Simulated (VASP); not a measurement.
Wanted: the native input for a VASP 6.6.1 run.

| Item | Value |
| --- | --- |
| Task | single point |
| Functional | r2SCAN |
| Potentials or basis | VASP PAW PBE potentials, release 64 (C) |
| Cutoff | 520 eV |
| k mesh | 15 × 15 × 4 |
| Occupations | methfessel-paxton, width 0.15 eV |
| Spin | no spin polarisation |
| Dipole correction | no |
| Further INCAR settings | ALGO = Normal; EDIFF = 1e-07; NBANDS = 11 |

Slab: C, a slab with vacuum.

```
CELL_PARAMETERS angstrom
2.45598 0.00000 0.00000
-1.22799 2.12694 0.00000
0.00000 0.00000 8.52383
ATOMIC_POSITIONS crystal
C 0.33333 0.66667 0.00000
C 0.66667 0.33333 0.00000
```

One way to write it, as run:

POSCAR

```
C
1.0
    2.4559845054      0.0000000000      0.0000000000
   -1.2279922527      2.1269449730      0.0000000000
    0.0000000000      0.0000000000      8.5238262332
C
2
Direct
    0.3333333333      0.6666666667      0.0000000000
    0.6666666667      0.3333333333      0.0000000000
```

INCAR.step1

```
PREC     = Accurate       # precision mode
ENCUT    = 520            # plane-wave cutoff, eV
ISMEAR   = 1              # smearing method
SIGMA    = 0.15           # smearing width, eV
LREAL    = False          # projectors in reciprocal space
LASPH    = True           # aspherical terms in the spheres
NELM     = 100            # most SCF steps
NBANDS   = 11             # bands
GGA      = PE             # functional
ALGO     = Normal         # electronic algorithm
EDIFF    = 1E-4           # SCF threshold, eV
LWAVE    = True           # write WAVECAR
LCHARG   = False          # write CHGCAR
```

INCAR.step2

```
PREC     = Accurate       # precision mode
ENCUT    = 520            # plane-wave cutoff, eV
EDIFF    = 1E-7           # SCF threshold, eV
ISMEAR   = 1              # smearing method
SIGMA    = 0.15           # smearing width, eV
LREAL    = False          # projectors in reciprocal space
LASPH    = True           # aspherical terms in the spheres
NELM     = 100            # most SCF steps
ALGO     = Normal         # electronic algorithm
ISIF     = 2              # what is computed and relaxed
LWAVE    = False          # write WAVECAR
LCHARG   = True           # write CHGCAR
METAGGA  = R2SCAN         # meta-GGA
LMIXTAU  = True         
LELF     = True           # ELF
LVHAR    = True         
NBANDS   = 11             # bands
ISTART   = 1
```

KPOINTS

```
Automatic mesh
0
Gamma
  15 15 4
```

Potentials or basis: VASP PAW PBE potentials, release 64 (C).

Run with:

```console
$ cat potpaw_PBE.64/C/POTCAR > POTCAR
$ cp INCAR.step1 INCAR
$ mpirun -np 1 vasp_std > vasp.out
$ cp INCAR.step2 INCAR
$ mpirun -np 1 vasp_std > vasp.out
```

Results of the run:

```json
{
 "Band gap on the k mesh": "zero (filled and empty bands touch)"
}
```

Wall time 79 s on 1 thread of Intel(R) Xeon(R) 6975P-C (Granite Rapids), on a shared host, peak memory 0.16 GiB.
